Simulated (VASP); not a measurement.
# MgO (Fm-3m) in VASP: notebook, part 2 of 2

VASP 6.6.1. The steps go on from the part before.

## Step 3: Single point, LDA

This run uses another cell than the first one, of 9.73 Å³/atom.

The input, INCAR:

```
PREC = Accurate
ENCUT = 840
EDIFF = 1E-6
ISMEAR = 0
SIGMA = 0.1
LREAL = False
LASPH = True
NELM = 120
ALGO = Normal
ISIF = 2
LWAVE = False
LCHARG = False
GGA = CA
NBANDS = 15
GGA_COMPAT = False
```

The input, KPOINTS:

```
regular mesh
0
Gamma
  8 8 8
```

The input, POSCAR:

```
MgO
1.0
    0.0000000000      2.1351500000      2.1351500000
    2.1351500000      0.0000000000      2.1351500000
    2.1351500000      2.1351500000      0.0000000000
Mg O
1 1
Direct
    0.0000000000      0.0000000000      0.0000000000
    0.5000000000      0.5000000000      0.5000000000
```

Potentials or basis: VASP PAW LDA potentials, release 64 (Mg_sv, O).

Command:

```
cat potpaw_LDA.64/Mg_sv/POTCAR potpaw_LDA.64/O/POTCAR > POTCAR
mpirun -np 1 vasp_std > vasp.out
```

It took 12 s on 1 thread of Intel Xeon Platinum 8375C at 2.90GHz (Ice Lake), shared host; peak memory 0.15 GiB.

The run converged. Its results:

| Item | Value |
| --- | --- |
| Free energy | -13.1856 eV |
| Pressure | -11.2 GPa |
| Band gap on the k mesh | 4.28 eV |

Levels at points of the mesh, in eV from the valence-band top:
```tsv
k point	band 4	band 5	band 6	band 7	band 8	band 9	band 10	band 11	band 12	band 13
(0.00, 0.00, 0.00)	-38.94	-16.78	0.00	0.00	0.00	4.28	15.31	15.31	15.31	19.22
(0.50, 0.00, 0.00)	-38.95	-15.50	-4.51	-0.62	-0.62	7.49	11.95	15.60	15.60	20.02
(0.50, 0.50, 0.00)	-38.97	-15.28	-3.96	-1.31	-1.31	8.85	9.30	12.47	18.04	18.04
```

Caveat: the cell stands under tension.

## Step 4: Relaxation of cell and atoms, LDA, target pressure -3 GPa, at which the enthalpy is minimised

This run uses another cell than the first one, of 8.99 Å³/atom.

The input, INCAR:

```
ALGO = Normal
EDIFF = 1E-7
EDIFFG = -0.001
ENCUT = 840
GGA = CA
GGA_COMPAT = F
IBRION = 2
ISIF = 3
ISMEAR = 0
LASPH = T
LCHARG = F
LREAL = F
LWAVE = F
NELM = 120
NELMIN = 4
NSW = 80
PREC = Accurate
PSTRESS = -30.0
SIGMA = 0.01
```

The input, KPOINTS:

```
k-points
0
Gamma
  10 10 10
```

The input, POSCAR:

```
MgO
1.0
    0.0000000000      2.0795508132      2.0795508132
    2.0795508132      0.0000000000      2.0795508132
    2.0795508132      2.0795508132      0.0000000000
Mg O
1 1
Direct
    0.0000000000      0.0000000000      0.0000000000
    0.5000000000      0.5000000000      0.5000000000
```

Command:

```
cat potpaw_LDA.64/Mg_sv/POTCAR potpaw_LDA.64/O/POTCAR > POTCAR
mpirun -np 1 vasp_std > vasp.out
```

Run time: 2 min. Hardware: 1 thread of AMD EPYC 7R13 (Zen 3), shared host; peak memory 0.12 GiB.

It converged, with:

* Free energy: -13.2305 eV
* Relaxed volume: 9.19 Å³/atom
* Relaxed cell: a = 2.962 Å, b = 2.962 Å, c = 2.962 Å, α = 60.00°, β = 60.00°, γ = 60.00°
* Space group after relaxing (to 0.1 Å): Fm-3m (No. 225)
* Energy change on relaxing (the run minimises the enthalpy): +1.5 meV/atom
* Ionic steps: 17
* Pressure after relaxing: -3.0 GPa
* Band gap on the k mesh: 4.83 eV

The path:
```
step  energy change (eV)  largest force (eV/Å)  pressure (GPa)  volume (Å³)
   1              0.0000                0.0000            0.64        17.99
   2              0.0062                0.0000           -4.25        18.52
   3              0.0029                0.0000           -3.03        18.38
   4              0.0028                0.0000           -2.96        18.37
   5              0.0028                0.0000           -2.95        18.37
   6              0.0028                0.0000           -2.95        18.37
   7              0.0028                0.0000           -2.95        18.37
   8              0.0028                0.0000           -2.95        18.37
   9              0.0028                0.0000           -2.95        18.37
  10              0.0028                0.0000           -2.95        18.37
  11              0.0028                0.0000           -2.95        18.37
  12              0.0028                0.0000           -2.95        18.37
  13              0.0028                0.0000           -2.95        18.37
  14              0.0028                0.0000           -2.96        18.37
  15              0.0028                0.0000           -2.97        18.37
  16              0.0029                0.0000           -2.98        18.37
  17              0.0029                0.0000           -3.01        18.38
```

Final structure:
```xyz
2
Lattice="0.0000 2.0945 2.0945 2.0945 0.0000 2.0945 2.0945 2.0945 0.0000" Properties=species:S:1:pos:R:3 pbc="T T T"
Mg    2.0945    2.0945    0.0000
O     2.0945    2.0945    2.0945
```

Levels at points of the mesh, in eV from the valence-band top:
```csv
k point,band 6,band 7,band 8,band 9,band 10,band 11
"(0.00, 0.00, 0.00)",0.00,0.00,0.00,4.83,15.62,15.62
"(0.50, 0.00, 0.00)",-4.76,-0.69,-0.69,7.85,12.60,16.18
"(0.50, 0.50, 0.00)",-4.19,-1.39,-1.39,8.91,9.91,13.07
```

Caveat: the cell is relaxed towards a set pressure, so the run minimises the enthalpy, not the energy.

## Step 5: Single point, LDA

This run uses another cell than the first one, of 8.94 Å³/atom.

The input, INCAR:

```
SYSTEM = MgO
PREC = Accurate
ENCUT = 600
EDIFF = 1E-6
ISMEAR = 0
SIGMA = 0.01
LREAL = .False.
LASPH = .True.
NELM = 120
ALGO = Normal
ISIF = 2
LWAVE = .False.
LCHARG = .True.
GGA = CA
LELF = .True.
LVHAR = .True.
NBANDS = 11
GGA_COMPAT = .False.
```

The input, KPOINTS:

```
Automatic mesh
0
Gamma
  10 10 10
  0 0 0
```

The input, POSCAR:

```
MgO
1.0
    0.0000000000      2.0755836595      2.0755836595
    2.0755836595      0.0000000000      2.0755836595
    2.0755836595      2.0755836595      0.0000000000
Mg O
1 1
Direct
    0.0000000000      0.0000000000      0.0000000000
    0.5000000000      0.5000000000      0.5000000000
```

Potentials or basis: VASP PAW LDA potentials, release 64 (Mg, O).

Command:

```
cat potpaw_LDA.64/Mg/POTCAR potpaw_LDA.64/O/POTCAR > POTCAR
mpirun -np 1 vasp_std > vasp.out
```

It took 14 s on 1 thread of Intel Xeon 8259CL, shared host; peak memory 0.13 GiB.

It converged, with:

- Free energy: -13.4489 eV
- Pressure: -0.9 GPa
- Band gap on the k mesh: 5.10 eV

Levels at points of the mesh, in eV from the valence-band top:
| k point | band 1 | band 2 | band 3 | band 4 | band 5 | band 6 | band 7 | band 8 |
| --- | --- | --- | --- | --- | --- | --- | --- | --- |
| (0.00, 0.00, 0.00) | -17.24 | 0.00 | 0.00 | 0.00 | 5.10 | 15.76 | 15.76 | 15.76 |
| (0.50, 0.00, 0.00) | -15.77 | -4.90 | -0.72 | -0.72 | 8.01 | 12.89 | 16.45 | 16.45 |
| (0.50, 0.50, 0.00) | -15.48 | -4.34 | -1.43 | -1.43 | 8.93 | 10.18 | 13.36 | 19.30 |

## Step 6: Relaxation of cell and atoms, LDA, target pressure 1 GPa, at which the enthalpy is minimised

This run uses another cell than the first one, of 8.99 Å³/atom.

The input, INCAR:

```
ALGO = Normal
EDIFF = 1E-7
EDIFFG = -0.001
ENCUT = 600
GGA = CA
GGA_COMPAT = F
IBRION = 2
ISIF = 3
ISMEAR = 0
LASPH = T
LCHARG = F
LREAL = F
LWAVE = F
NELM = 120
NELMIN = 4
NSW = 80
PREC = Accurate
PSTRESS = 10.0
SIGMA = 0.01
```

The input, KPOINTS:

```
k-points
0
Gamma
  10 10 10
```

The input, POSCAR:

```
MgO
1.0
    0.0000000000      2.0795508132      2.0795508132
    2.0795508132      0.0000000000      2.0795508132
    2.0795508132      2.0795508132      0.0000000000
Mg O
1 1
Direct
    0.0000000000      0.0000000000      0.0000000000
    0.5000000000      0.5000000000      0.5000000000
```

Potentials or basis: VASP PAW LDA potentials, release 64 (Mg, O).

Command:

```
cat potpaw_LDA.64/Mg/POTCAR potpaw_LDA.64/O/POTCAR > POTCAR
mpirun -np 1 vasp_std > vasp.out
```

Wall time 24 s (1 thread of Intel Xeon 8259CL, shared host); peak memory 0.14 GiB.

The run converged. Its results:

```
Free energy                                                : -13.4492 eV
Relaxed volume                                             : 8.84 Å³/atom
Relaxed cell                                               : a = 2.925 Å, b = 2.925 Å, c = 2.925 Å, α = 60.00°, β = 60.00°, γ = 60.00°
Space group after relaxing (to 0.1 Å)                      : Fm-3m (No. 225)
Energy change on relaxing (the run minimises the enthalpy) : -0.5 meV/atom
Ionic steps                                                : 3
Pressure after relaxing                                    : 1.0 GPa
Band gap on the k mesh                                     : 5.21 eV
```

The path:
```tsv
step	energy change (eV)	largest force (eV/Å)	pressure (GPa)	volume (Å³)
1	0.0000	0.0000	-1.94	17.99
2	0.0004	0.0000	2.36	17.56
3	-0.0009	0.0000	1.00	17.69
```

Final structure:
```xyz
2
Lattice="0.0000 2.0680 2.0680 2.0680 0.0000 2.0680 2.0680 2.0680 0.0000" Properties=species:S:1:pos:R:3 pbc="T T T"
Mg    0.0000    0.0000    0.0000
O     2.0680    2.0680    2.0680
```

Levels at points of the mesh, in eV from the valence-band top:
| k point | band 2 | band 3 | band 4 | band 5 | band 6 | band 7 |
| --- | --- | --- | --- | --- | --- | --- |
| (0.00, 0.00, 0.00) | 0.00 | 0.00 | 0.00 | 5.21 | 15.82 | 15.82 |
| (0.50, 0.00, 0.00) | -4.95 | -0.73 | -0.73 | 8.08 | 13.02 | 16.56 |
| (0.50, 0.50, 0.00) | -4.38 | -1.45 | -1.45 | 8.94 | 10.31 | 13.48 |

Caveat: the cell is relaxed towards a set pressure, so the run minimises the enthalpy, not the energy. LDA usually gives volumes a few per cent too small.

## Step 7: The runs side by side

```tsv
task	potentials or basis	cell	k mesh	cutoff (eV)	smearing	gap on the mesh (eV)	pressure (GPa)
single point	VASP PAW LDA potentials, release 64 (Mg_sv, O)	a = 2.960 Å, angles 60.0°, 2 atoms	10 × 10 × 10	840	gaussian 0.01 eV	4.85	-2.7
single point	VASP PAW LDA potentials, release 64 (Mg_sv, O)	a = 3.020 Å, angles 60.0°, 2 atoms	8 × 8 × 8	840	gaussian 0.1 eV	4.28	-11.2
relaxation of cell and atoms	VASP PAW LDA potentials, release 64 (Mg_sv, O)	relaxed to -3 GPa from a = 2.941 Å, angles 60.0°, 2 atoms	10 × 10 × 10	840	gaussian 0.01 eV	4.83	-3.0
single point	VASP PAW LDA potentials, release 64 (Mg, O)	a = 2.935 Å, angles 60.0°, 2 atoms	10 × 10 × 10	600	gaussian 0.01 eV	5.10	-0.9
relaxation of cell and atoms	VASP PAW LDA potentials, release 64 (Mg, O)	relaxed to 1 GPa from a = 2.941 Å, angles 60.0°, 2 atoms	10 × 10 × 10	600	gaussian 0.01 eV	5.21	1.0
```

Alike in all rows: level LDA; no spin polarisation.

Caveats: the cell is relaxed towards a set pressure, so the run minimises the enthalpy, not the energy (at least some runs); the cell stands under tension (at least some runs).

Total energies depend on the potentials used, so only differences within one code and one set of settings carry meaning.
